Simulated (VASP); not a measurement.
Runs of VASP 6.6.1 on EuS. The structure is that of space group Fm-3m (No. 225), or close to it. The cells are those of the table. 

```csv
task,cell,smearing,gap on the mesh (eV),pressure (GPa),moment (μB)
single point,"a = 4.092 Å, angles 60.0°, 2 atoms",methfessel-paxton 0.1 eV,none,4.6,7.00
single point,"a = 4.007 Å, angles 60.0°, 2 atoms",methfessel-paxton 0.1 eV,none,(b),7.00
relaxation of cell and atoms,"relaxed to 10 GPa from a = 4.212 Å, angles 60.0°, 2 atoms",methfessel-paxton 0.1 eV,none,10.0,7.00
single point,"a = 4.265 Å, angles 60.0°, 2 atoms",methfessel-paxton 0.0676 eV,(a),-2.1,7.00
single point,"a = 4.206 Å, angles 60.0°, 2 atoms",methfessel-paxton 0.1 eV,none,-0.2,7.00
```

Alike in all rows: level r2SCAN+U; potentials or basis VASP PAW PBE potentials, release 64 (Eu, S); spin collinear, ferromagnetic start; Eu f U = 3.0 eV; k mesh 7 × 7 × 7; cutoff (eV) 800.

Q: Estimate the missing entries.

A: (a) 0.13; (b) 9.9.

Caveats: the PAW data sets were made with another functional, which shifts forces and pressure a little; spin-orbit coupling is left out, which moves the levels of the heavy elements; a cell with one magnetic atom can't hold antiferromagnetic order, which such compounds often take; the cell stands under pressure (at least some runs); the cell is relaxed towards a set pressure, so the run minimises the enthalpy, not the energy (at least some runs); an odd mesh through Γ misses points on the zone boundary, where band edges can lie (at least some runs).

A k mesh can miss the band edges, and the runs leave out spin-orbit coupling on Eu.

A gap of «none» marks levels without a gap at the run's occupations.
